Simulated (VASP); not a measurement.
A run of VASP 6.6.1 is set up as follows.

INCAR

```
SYSTEM = BAs
PREC     = Accurate       ! precision mode
ENCUT    = 520            ! plane-wave cutoff, eV
EDIFF    = 1E-7           ! SCF threshold, eV
ISMEAR   = -1             ! smearing method
SIGMA    = 0.05           ! smearing width, eV
LREAL    = .FALSE.        ! projectors in reciprocal space
LASPH    = .TRUE.         ! aspherical terms in the spheres
NELM     = 100            ! most SCF steps
ALGO     = Normal         ! electronic algorithm
ISIF     = 2              ! what is computed and relaxed
LWAVE    = .FALSE.        ! write WAVECAR
LCHARG   = .TRUE.         ! write CHGCAR
GGA      = PS             ! functional
LELF     = .TRUE.         ! ELF
LVHAR    = .TRUE.       
NBANDS   = 11             ! bands
```

Contents of KPOINTS:

```
Automatic mesh
0
G
  10 10 10
  0 0 0
```

Contents of POSCAR:

```
BAs
1.0
    0.0000000000      2.2954029132      2.2954029132
    2.2954029132      0.0000000000      2.2954029132
    2.2954029132      2.2954029132      0.0000000000
As B
1 1
Direct
    0.7500000000      0.7500000000      0.7500000000
    0.0000000000      0.0000000000      0.0000000000
```

Potentials or basis: VASP PAW PBE potentials, release 64 (As, B).

Run with:

```bash
$ cat potpaw_PBE.64/As/POTCAR potpaw_PBE.64/B/POTCAR > POTCAR
$ mpirun -np 1 vasp_std > vasp.out
```

Task: What does it give for the band gap on the k mesh?

Result: 0.95 eV, indirect (least direct gap 3.40 eV).

Task: Estimate the pressure.

Result: 21.5 GPa.

Caveat: the PAW data sets were made with another functional, which shifts forces and pressure a little. A k mesh can miss the band edges.
